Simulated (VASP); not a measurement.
# Ta (Immm) in VASP: notebook

Runs on Ta. Level: PBE. Tasks: single point.

All numbers are computed with VASP 6.6.1; they aren't measurements. Logs are shortened: lines on timing, memory, paths and dates and some standing lists are left out, and cuts for length are marked.

## (1) The cell of the first run

Symmetry: Immm, No. 71, orthorhombic system. Conventional cell: a = 2.946 Å, b = 3.319 Å, c = 3.684 Å, α = 90.00°, β = 90.00°, γ = 90.00°. Within 3.8 Å of Ta (site symmetry mmm) lie 14 Ta at 2.88 to 3.68 Å.

## (2) Single point, PBE (normal strain along x +0.1100, normal strain along z -0.1125)

Input file INCAR:

```
SYSTEM = Ta
PREC = Accurate ; ENCUT = 520
EDIFF = 1E-6 ; ISMEAR = 0
SIGMA = 0.15 ; LREAL = .FALSE.
LASPH = .TRUE. ; NELM = 100
ALGO = Fast ; ISIF = 2
LWAVE = .FALSE. ; LCHARG = .FALSE.
GGA = PE ; NBANDS = 12
```

Input file KPOINTS:

```
regular mesh
0
G
  18 18 18
  0 0 0
```

Input file POSCAR:

```
Ta
1.0
   -1.8420267615      1.6594835689      1.4727916674
    1.8420267615     -1.6594835689      1.4727916674
    1.8420267615      1.6594835689     -1.4727916674
Ta
1
Direct
    0.0000000000      0.0000000000      0.0000000000
```

Potentials or basis: VASP PAW PBE potentials, release 64 (Ta_pv).

On the command line:

```sh
$ cat potpaw_PBE.64/Ta_pv/POTCAR > POTCAR
$ mpirun -np 1 vasp_std > vasp.out
```

OUTCAR:

```text
SYSTEM = Ta
   PREC = Accurate
   ENCUT = 520
   EDIFF = 1E-6
   ISMEAR = 0
   LREAL = .FALSE.
   LASPH = .TRUE.
   NELM = 100
   ISIF = 2
   GGA = PE

 ion  position               nearest neighbor table
   1  0.000  0.000  0.000-

  LATTYP: Found a body centered orthorhombic cell.
 ALAT       =     2.9455833348
 B/A-ratio  =     1.1267605634
 C/A-ratio  =     1.2507042254

  Lattice vectors:

 A1 = (  -1.8420267615,   1.6594835689,  -1.4727916674)
 A2 = (  -1.8420267615,  -1.6594835689,   1.4727916674)
 A3 = (   1.8420267615,   1.6594835689,   1.4727916674)

Analysis of symmetry for initial positions (statically):
=====================================================================
 Subroutine PRICEL returns:
 Original cell was already a primitive cell.

 Routine SETGRP: Setting up the symmetry group for a
 body centered orthorhombic supercell.

 Subroutine GETGRP returns: Found  8 space group operations
 (whereof  8 operations were pure point group operations)
 out of a pool of  8 trial point group operations.

The static configuration has the point symmetry D_2h.

Analysis of symmetry for dynamics (positions and initial velocities):
=====================================================================
 Subroutine PRICEL returns:
 Original cell was already a primitive cell.

 Routine SETGRP: Setting up the symmetry group for a
 body centered orthorhombic supercell.

 Subroutine GETGRP returns: Found  8 space group operations
 (whereof  8 operations were pure point group operations)
 out of a pool of  8 trial point group operations.

The dynamic configuration has the point symmetry D_2h.

 Subroutine INISYM returns: Found  8 space group operations
 (whereof  8 operations are pure point group operations),
 and found     1 'primitive' translations

----------------------------------------------------------------------------------------

                                     Primitive cell

  volume of cell :      18.0082

  direct lattice vectors                    reciprocal lattice vectors
    -1.842026762  1.659483569  1.472791667     0.000000000  0.301298554  0.339491329
     1.842026762 -1.659483569  1.472791667     0.271440139  0.000000000  0.339491329
     1.842026762  1.659483569 -1.472791667     0.271440139  0.301298554  0.000000000

  length of vectors
     2.883758589  2.883758589  2.883758589     0.453910984  0.434665517  0.405537381

  position of ions in fractional coordinates (direct lattice)
     0.000000000  0.000000000  0.000000000

  ion indices of the primitive-cell ions
   primitive index   ion index
                 1           1

----------------------------------------------------------------------------------------

 KPOINTS: regular mesh

Automatic generation of k-mesh.
 Grid dimensions read from file:
 generate k-points for:   18   18   18

 Generating k-lattice:

  Cartesian coordinates                     Fractional coordinates (reciprocal lattice)
     0.000000000  0.016738809  0.018860629     0.055555556  0.000000000 -0.000000000
     0.015080008  0.000000000  0.018860629     0.000000000  0.055555556  0.000000000
     0.015080008  0.016738809  0.000000000    -0.000000000  0.000000000  0.055555556

  Length of vectors
     0.025217277  0.024148084  0.022529855

  Shift w.r.t. Gamma in fractional coordinates (k-lattice)
     0.000000000  0.000000000  0.000000000

 Subroutine IBZKPT returns following result:
 ===========================================

 Found    865 irreducible k-points:

 Following reciprocal coordinates:
            Coordinates               Weight
  0.000000  0.000000  0.000000      1.000000
  0.055556 -0.000000  0.000000      4.000000
  0.111111 -0.000000  0.000000      4.000000
  0.166667  0.000000 -0.000000      4.000000
  0.222222  0.000000  0.000000      4.000000
  0.277778  0.000000  0.000000      4.000000
[... 16 lines left out ...]
 -0.333333  0.055556  0.000000      8.000000
 -0.277778  0.055556  0.000000      8.000000
 [... further k-points ...]
   k-points           NKPTS =    865   k-points in BZ     NKDIM =    865   number of bands    NBANDS=     12
   number of dos      NEDOS =    301   number of ions     NIONS =      1
   total plane-waves  NPLWV =  13824
   dimension x,y,z NGX =    24 NGY =   24 NGZ =   24
   dimension x,y,z NGXF=    48 NGYF=   48 NGZF=   48
   ions per type =               1
   NGX,Y,Z   is equivalent  to a cutoff of  13.84, 13.84, 13.84 a.u.
   NGXF,Y,Z  is equivalent  to a cutoff of  27.67, 27.67, 27.67 a.u.
 SYSTEM =  Ta
   PREC   = accura    normal or accurate (medium, high low for compatibility)
   ISTART =      0    job   : 0-new  1-cont  2-samecut
   ICHARG =      2    charge: 1-file 2-atom 10-const
   ISPIN  =      1    spin polarized calculation?
   LNONCOLLINEAR =      F non collinear calculations
   LSORBIT =      F    spin-orbit coupling
   LASPH  =      T    aspherical Exc in radial PAW
   ENCUT  =  520.0 eV  38.22 Ry    6.18 a.u.   5.36  5.36  5.36*2*pi/ulx,y,z
   NELM   =    100;   NELMIN=  2; NELMDL= -5     # of ELM steps
   EDIFF  = 0.1E-05   stopping-criterion for ELM
   LREAL  =      F    real-space projection
   EDIFFG = 0.1E-04   stopping-criterion for IOM
   NSW    =      0    number of steps for IOM
   IBRION =     -1    ionic relax: 0-MD 1-quasi-New 2-CG
   NFREE  =      0    steps in history (QN), initial steepest desc. (CG)
   ISIF   =      2    stress and relaxation
   ISYM   =      2    0-nonsym 1-usesym 2-fastsym
   POTIM  = 0.5000    time-step for ionic-motion
   TEBEG  =    0.0;   TEEND  =   0.0 temperature during run
   PSTRESS=    0.0 pullay stress
   NELECT =      11.0000    total number of electrons
   NUPDOWN=      -1.0000    fix difference up-down
   EMIN   =  10.00;   EMAX   =-10.00  energy-range for DOS
   EFERMI =   0.00;   METHOD = LEGACY
   ISMEAR =     0;   SIGMA  =   0.15  broadening in eV -4-tet -1-fermi 0-gaus
   EFERMI_NEDOS =   21; number of points for ismear=-14 and -15
   IALGO  =     68    algorithm
   IMIX   =      4    mixing-type and parameters
     AMIX     =   0.40;   BMIX     =  1.00
     AMIX_MAG =   1.60;   BMIX_MAG =  1.00
  volume/ion in A,a.u.               =      18.01       121.53
  Fermi-wavevector in a.u.,A,eV,Ry     =   1.389043  2.624910 26.251627  1.929440
  Thomas-Fermi vector in A             =   2.513111
   LORBIT       =      0    0 simple, 1 ext, 2 COOP (PROOUT), +10 PAW based schemes
   GGA     = PE    functional components
   LHFCALC =     F    Hartree Fock is set to
   AEXX    =    0.0000 exact exchange contribution
   IVDW    =     0    specifies the selected vdW correction
   LEPSILON=     F    determine dielectric tensor
   LRPA    =     F    only Hartree local field effects (RPA)
 non-spin polarized calculation
 RMM-DIIS sequential band-by-band and
 Gauss-broadening in eV      SIGMA  =   0.15
  energy-cutoff  :      520.00
  volume of cell :       18.01
 maximum number of plane-waves:       500
 NGX is ok and might be reduce to    24
   NGX = 11   NGY = 11   NGZ = 11

 number of electron      10.9999999 magnetization

 Free energy of the ion-electron system (eV)
  ---------------------------------------------------
  ext. energy  EPLUGINS =         0.00000000
  ---------------------------------------------------
  free energy    TOTEN  =       -11.69648409 eV

  energy without entropy =      -11.68289208  energy(sigma->0) =      -11.68968808

 E-fermi :   5.6862     XC(G=0): -12.6131

 val. band max:        5.6861256316   @ k =   0.3889  -0.2778   0.1111
 cond. band min:       5.6885568217   @ k =  -0.2222  -0.3333   0.0556
 fundamental gap:      0.0024311900
 Fermi energy:         5.6862400526

 k-point     1 :       0.0000    0.0000    0.0000
  band No.  band energies     occupation
      1     -27.6130      2.00000
      2     -27.5984      2.00000
      3     -27.5148      2.00000
      4      -2.4229      2.00000
      5       5.0481      2.00000
      6       6.8712      0.00000
      7       7.5003      0.00000
      8       7.8786      0.00000
      9      10.6755      0.00000
     10      19.0350      0.00000
     11      20.1808      0.00000
     12      20.5873      0.00000

 k-point     2 :       0.0556   -0.0000    0.0000
  band No.  band energies     occupation
      1     -27.6325      2.00000
      2     -27.6117      2.00000
      3     -27.5401      2.00000
      4      -2.2663      2.00000
      5       5.0757      2.00000
      6       6.8331      0.00000
      7       7.5393      0.00000
      8       7.7975      0.00000
      9      10.5509      0.00000
     10      19.3471      0.00000
     11      20.1808      0.00000
     12      20.8592      0.00000

 k-point     3 :       0.1111   -0.0000    0.0000
  band No.  band energies     occupation
      1     -27.7176      2.00000
      2     -27.6501      2.00000
      3     -27.5827      2.00000
      4      -1.8122      2.00000
      5       5.0524      2.00000
      6       6.8669      0.00000
      7       7.2931      0.00000
      8       7.9075      0.00000
      9      10.3078      0.00000
     10      20.1804      0.00000
     11      20.2336      0.00000
     12      21.5395      0.00000
[... 286 lines left out ...]
 k-point    23 :      -0.3333    0.0556    0.0000
  band No.  band energies     occupation
      1     -28.3566      2.00000
      2     -27.8941      2.00000
      3     -27.6945      2.00000
      4       0.9078      2.00000
      5       3.7187      2.00000
      6       5.6924      0.95351
      7       9.4183      0.00000
      8       9.9326      0.00000
      9      10.5302      0.00000
     10      19.6090      0.00000
     11      20.1875      0.00000
     12      23.4551      0.00000

 k-point    24 :      -0.2778    0.0556    0.0000
  band No.  band energies     occupation
      1     -28.1681      2.00000
      2     -27.8169      2.00000
      3     -27.6611      2.00000
      4       0.1880      2.00000
      5       4.1559      2.00000
      6       5.8261      0.18720
      7       8.5045      0.00000
      8       9.1090      0.00000
      9      10.3658      0.00000
     10      20.1747      0.00000
     11      20.9469      0.00000
     12      23.5220      0.00000

 [... further k-points ...]

------------------------ aborting loop because EDIFF is reached ----------------------------------------

  FORCE on cell =-STRESS in cart. coord.  units (eV):
  Direction    XX          YY          ZZ          XY          YZ          ZX
  --------------------------------------------------------------------------------------
  -------------------------------------------------------------------------------------
  Total       -0.2999412      0.8157858      1.6712409      0.0000000     -0.0000000      0.0000000
  in kB      -26.6855721     72.5799233    148.6892076      0.0000000     -0.0000000      0.0000000
  external PRESSURE =      64.8611863 kB  Pullay stress =       0.0000000 kB

 VOLUME and BASIS-vectors are now :
 -----------------------------------------------------------------------------
  energy-cutoff  :      520.00
  volume of cell :       18.01
      direct lattice vectors                 reciprocal lattice vectors
    -1.842026762  1.659483569  1.472791667     0.000000000  0.301298554  0.339491329
     1.842026762 -1.659483569  1.472791667     0.271440139  0.000000000  0.339491329
     1.842026762  1.659483569 -1.472791667     0.271440139  0.301298554  0.000000000

 POSITION                                       TOTAL-FORCE (eV/Angst)
 -----------------------------------------------------------------------------------
      0.00000      0.00000      0.00000         0.000000      0.000000      0.000000
 -----------------------------------------------------------------------------------
    total drift:                               -0.000000      0.000000      0.000000

  FREE ENERGIE OF THE ION-ELECTRON SYSTEM (eV)
  ---------------------------------------------------
  free  energy   TOTEN  =       -11.6964840852 eV

  energy  without entropy=      -11.6828920751  energy(sigma->0) =      -11.68968808
```

Run time: 3.8 min. Hardware: 1 thread of Intel Xeon 8259CL, shared host; peak memory 0.29 GiB.

What came out:

```yaml
Free_energy: -11.6965 eV
Pressure: 6.5 GPa
Band_gap_on_the_k_mesh: zero (an odd number of electrons rules out a gap without spin polarisation)
```

Caveat: the cell differs from its parent crystal (normal strain along x +0.1100, normal strain along z -0.1125); the stress differs along the axes, from -3 to 15 GPa; spin-orbit coupling is left out, which moves the levels of the heavy elements.

## (3) Single point, PBE (normal strain along x +0.0825, normal strain along z -0.1500)

Input file INCAR:

```
SYSTEM = Ta
  ALGO = Fast
  EDIFF = 1E-6
  ENCUT = 520
  GGA = PE
  ISIF = 2
  ISMEAR = 0
  LASPH = .TRUE.
  LCHARG = .FALSE.
  LREAL = .FALSE.
  LWAVE = .FALSE.
  NBANDS = 12
  NELM = 100
  PREC = Accurate
  SIGMA = 0.15
```

Input file KPOINTS:

```
k-points
0
G
  18 18 18
  0 0 0
```

Input file POSCAR:

```
Ta
1.0
   -1.7963909633      1.6594835689      1.4105610336
    1.7963909633     -1.6594835689      1.4105610336
    1.7963909633      1.6594835689     -1.4105610336
Ta
1
Direct
    0.0000000000      0.0000000000      0.0000000000
```

Potentials or basis: VASP PAW PBE potentials, release 64 (Ta_pv).

On the command line:

```sh
$ cat potpaw_PBE.64/Ta_pv/POTCAR > POTCAR
$ mpirun -np 1 vasp_std > vasp.out
```

Wall time 2.7 min (1 thread of Intel Xeon 8259CL, shared host); peak memory 0.28 GiB.

It converged, with:

```
Free energy            : -11.5596 eV
Pressure               : 24.0 GPa
Band gap on the k mesh : zero (an odd number of electrons rules out a gap without spin polarisation)
```

Stress tensor (GPa, compression positive):
```
12.38  0.00  0.00
 0.00 20.30  0.00
 0.00  0.00 39.33
```

Levels at points of the mesh, in eV from the Fermi level:
| k point | band 2 | band 3 | band 4 | band 5 | band 6 | band 7 | band 8 | band 9 |
| --- | --- | --- | --- | --- | --- | --- | --- | --- |
| (0.00, 0.00, 0.00) | -33.11 | -32.95 | -8.43 | -1.11 | 1.48 | 1.57 | 2.37 | 5.50 |
| (0.50, 0.00, 0.00) | -33.61 | -33.31 | -4.93 | -3.18 | 2.70 | 4.44 | 7.41 | 7.96 |
| (0.00, 0.50, 0.00) | -33.53 | -33.25 | -4.90 | -2.28 | 2.16 | 2.76 | 7.22 | 7.45 |
| (0.50, 0.50, 0.00) | -33.23 | -33.05 | -5.04 | 0.37 | 0.69 | 1.17 | 4.06 | 7.81 |
| (0.50, 0.50, 0.50) | -34.12 | -33.55 | -4.78 | -4.21 | 6.40 | 6.93 | 7.23 | 7.78 |

Caveat: the cell differs from its parent crystal (normal strain along x +0.0825, normal strain along z -0.1500); the stress differs along the axes, from 12 to 39 GPa; spin-orbit coupling is left out, which moves the levels of the heavy elements.
